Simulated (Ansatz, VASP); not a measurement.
## MgO in VASP and in Ansatz

File INCAR:

```
SYSTEM = MgO
PREC = Accurate ; ENCUT = 600
EDIFF = 1E-6 ; ISMEAR = 0
SIGMA = 0.01 ; LREAL = .False.
LASPH = .True. ; NELM = 120
ALGO = Normal ; ISIF = 2
LWAVE = .False. ; LCHARG = .True.
GGA = B5 ; ALDAX = 1.0
AGGAX = 1.0 ; AGGAC = 1.0
ALDAC = 0.0 ; LELF = .True.
LVHAR = .True. ; NBANDS = 16
GGA_COMPAT = .False.
```

Contents of KPOINTS:

```
regular mesh
0
Gamma
  6 6 4
  0 0 0
```

Contents of POSCAR:

```
MgO
1.0
    3.4863800000      0.0000000000      0.0000000000
   -1.7431900000      3.0192936472      0.0000000000
    0.0000000000      0.0000000000      4.1780400000
Mg O
2 2
Direct
    0.6666666667      0.3333333333      0.7500000000
    0.3333333333      0.6666666667      0.2500000000
    0.6666666667      0.3333333333      0.2500000000
    0.3333333333      0.6666666667      0.7500000000
```

Input for Ansatz:

```yaml
crystal:
  lattice:
    a: 3.48638
    b: 3.48638
    c: 4.17804
    alpha: 90.0
    beta: 90.0
    gamma: 120.0
  space_group: 194
  atoms:
    - { symbol: Mg, position: [0.6666666666666666, 0.3333333333333333, 0.75] }
    - { symbol: O, position: [0.6666666666666666, 0.3333333333333333, 0.25] }
basis:
  ecutwfc: 450.0
kpoints:
  mp_grid:
    grid: [6, 6, 4]
    shift: [0.0, 0.0, 0.0]
hamiltonian:
  xc: blyp
  pseudopotentials:
    kind: paw
scf:
  occupations:
    method: fixed
output:
  stress: true
  eigenvalues: true
```

Alike in both runs: task single point; functional BLYP; k mesh 6 × 6 × 4; no spin polarisation.

|  | VASP | Ansatz |
| --- | --- | --- |
| version | VASP 6.6.1 | Ansatz 0.2.0 |
| potentials or method | VASP PAW PBE potentials, release 64 (Mg, O), cutoff 600 eV | plane waves, PAW |
| occupations | gaussian, width 0.01 eV | fixed |
| valence electrons in the cell | 16 | 32 |

|  | VASP | Ansatz | Ansatz less VASP |
| --- | --- | --- | --- |
| gap on the k mesh at the Fermi level (eV) | 3.71 | 3.72 | +0.010 |
| pressure (GPa) | 5.8 | 6.2 | +0.38 |
| traceless stress, the component that is largest in VASP (GPa) | 0.84 | 1.03 | +0.189 |

VASP's potentials were made for PBE, not for BLYP. VASP's potentials hold 16 valence electrons a cell and Ansatz's 32, so a difference there can come from the potentials and not from the codes.
